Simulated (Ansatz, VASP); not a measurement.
# ScNb: VASP beside Ansatz

```
CELL_PARAMETERS angstrom
3.06564 0.00000 0.00000
-1.53282 2.65493 0.00000
0.00000 0.00000 5.07219
ATOMIC_POSITIONS crystal
Nb 0.33333 0.66667 0.50000
Sc 0.00000 0.00000 0.00000
```

Alike in both runs: task single point; functional PBE; k mesh 10 × 10 × 5; occupations gaussian, width 0.05 eV; no spin polarisation.

```csv
,VASP,Ansatz
version,VASP 6.6.1,Ansatz 0.2.0
potentials or method,"VASP PAW PBE potentials, release 64 (Nb_sv, Sc_sv), cutoff 520 eV","all-electron LAPW, scalar-relativistic"
```

|  | VASP | Ansatz | Ansatz less VASP |
| --- | --- | --- | --- |
| gap on the k mesh at the Fermi level (eV) | none | none | - |
| pressure (GPa) | -0.2 | -0.1 | +0.06 |
| traceless stress, the component that is largest in VASP (GPa) | -0.26 | -0.31 | -0.045 |

A gap of «none» marks a metal or a gap that the smearing closes. Ansatz ran all-electron here, and VASP with PAW potentials.
